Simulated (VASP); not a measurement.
Runs of VASP 6.6.1 on YN. The structure is that of space group Fm-3m (No. 225), or close to it. The cells are those of the table. 

| task | level | cell | cutoff (eV) | gap on the mesh (eV) | pressure (GPa) |
| --- | --- | --- | --- | --- | --- |
| single point | PBEsol | a = 3.449 Å, angles 60.0°, 2 atoms | 600 | 0.15 | (a) |
| single point | PBE | a = 3.449 Å, angles 60.0°, 2 atoms | 600 | 0.24 | (b) |
| electric field gradients | PBEsol | a = 3.449 Å, angles 60.0°, 2 atoms | 520 | 0.15 | -2.2 |
| single point | PBE | a = 3.471 Å, angles 60.0°, 2 atoms | 600 | 0.27 | -0.5 |

Alike in all rows: potentials or basis VASP PAW PBE potentials, release 64 (Y_sv, N); no spin polarisation; k mesh 9 × 9 × 9; smearing fermi-dirac 0.03 eV.

Fill in the values left out.

(a) -2.3; (b) 2.7.

Caveats: the PAW data sets were made with another functional, which shifts forces and pressure a little (some runs).

A k mesh can miss the band edges, and the runs leave out spin-orbit coupling on Y.
